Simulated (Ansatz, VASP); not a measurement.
# Al: VASP beside Ansatz

File INCAR:

```
PREC = Accurate ; ENCUT = 520
EDIFF = 1E-7 ; ISMEAR = 0
SIGMA = 0.15 ; LREAL = False
LASPH = True ; NELM = 80
ALGO = Fast ; ISIF = 2
LWAVE = False ; LCHARG = True
GGA = PS ; LELF = True
LVHAR = True ; NBANDS = 10
```

File KPOINTS:

```
Automatic mesh
0
Gamma
  18 18 10
```

Contents of POSCAR:

```
Al
1.0
    2.9694000000      0.0000000000      0.0000000000
   -1.4847000000      2.5715758340      0.0000000000
    0.0000000000      0.0000000000      4.5641000000
Al
2
Direct
    0.6666666667      0.3333333333      0.7500000000
    0.3333333333      0.6666666667      0.2500000000
```

Input for Ansatz:

```yaml
crystal:
  lattice:
    - [2.9694, 0.0, 0.0]
    - [-1.4847, 2.571575834, 0.0]
    - [0.0, 0.0, 4.5641]
  atoms:
    - { symbol: Al, position: [0.6666666667, 0.3333333333, 0.75] }
    - { symbol: Al, position: [0.3333333333, 0.6666666667, 0.25] }
basis:
  ecutwfc: 420
kpoints:
  mp_grid: { grid: [18, 18, 10] }
hamiltonian:
  xc: pbesol
  pseudopotentials: { kind: paw, azcp: { folder: soft_1 } }
scf:
  occupations: { method: gaussian, width: 0.15 }
output:
  forces: true
  stress: true
  eigenvalues: true
  write_density: true
  write_potential: true
  elf: true
  volumetric_format: npy
```

Alike in both runs: task single point; functional PBEsol; k mesh 18 × 18 × 10; occupations gaussian, width 0.15 eV; no spin polarisation.

|  | VASP | Ansatz |
| --- | --- | --- |
| version | VASP 6.6.1 | Ansatz 0.2.0 |
| potentials or method | VASP PAW PBE potentials, release 64 (Al), cutoff 520 eV | scalar-relativistic, plane waves, PAW |
| valence electrons in the cell | 6 | 6 |

Ansatz gave:

```
gap on the k mesh at the Fermi level (eV)                     : none
pressure (GPa)                                                : -4.2
traceless stress, the component that is largest in VASP (GPa) : 2.39
```

**Question.** Which values does VASP return?

**Answer.** gap on the k mesh at the Fermi level (eV): none; pressure (GPa): -4.1; traceless stress, the component that is largest in VASP (GPa): 2.41.

VASP's potentials were made for PBE, not for PBEsol, and Ansatz warns of the same on its side. A gap of «none» marks a metal or a gap that the smearing closes.
